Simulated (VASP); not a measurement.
Wanted: the native input for a VASP 6.6.1 run.

| Item | Value |
| --- | --- |
| Task | single point |
| Functional | PBE |
| Potentials or basis | VASP PAW PBE potentials, release 64 (Pt_sv_GW, S) |
| Cutoff | 570 eV |
| k mesh | 7 × 7 × 5 |
| Occupations | fermi-dirac, width 0.05 eV |
| Spin | no spin polarisation |
| Dipole correction | no |
| Further INCAR settings | ALGO = Normal; EDIFF = 1e-06; NBANDS = 22 |

The structure of PtS2 lies in POSCAR:

```
PtS2
1.0
    3.4708695004      0.0000000000      0.0000000000
   -1.7354347502      3.0058611606      0.0000000000
    0.0000000000      0.0000000000      4.9359384846
Pt S
1 2
Direct
    0.0000000000      0.0000000000      0.0000000000
    0.6666666667      0.3333333333      0.7730000000
    0.3333333333      0.6666666667      0.2270000000
```

The input as run:

INCAR

```
SYSTEM = PtS2
ALGO = Normal
EDIFF = 1E-6
ENCUT = 570
GGA = PE
GGA_COMPAT = .FALSE.
ISIF = 2
ISMEAR = -1
LASPH = .TRUE.
LCHARG = .TRUE.
LELF = .TRUE.
LREAL = .FALSE.
LVHAR = .TRUE.
LWAVE = .FALSE.
NBANDS = 22
NELM = 120
PREC = Accurate
SIGMA = 0.05
```

KPOINTS

```
k-points
0
G
  7 7 5
  0 0 0
```

Potentials or basis: VASP PAW PBE potentials, release 64 (Pt_sv_GW, S).

The run is started by

```sh
$ cat potpaw_PBE.64/Pt_sv_GW/POTCAR potpaw_PBE.64/S/POTCAR > POTCAR
$ mpirun -np 1 vasp_std > vasp.out
```

It gave:

```
Pressure               : 23.2 GPa
Largest force          : 2.282 eV/Å
Band gap on the k mesh : 0.95 eV (least direct gap 1.24 eV)
```

Caveat: the stress differs along the axes, from 18 to 26 GPa; spin-orbit coupling is left out, which moves the levels of the heavy elements; forces of over 1 eV/Å act on the atoms, so gaps and moduli don't describe the material at rest.

Run time: 37 s on 1 thread of Intel(R) Xeon(R) Platinum 8488C (Sapphire Rapids), on a shared host, peak memory 0.2 GiB.
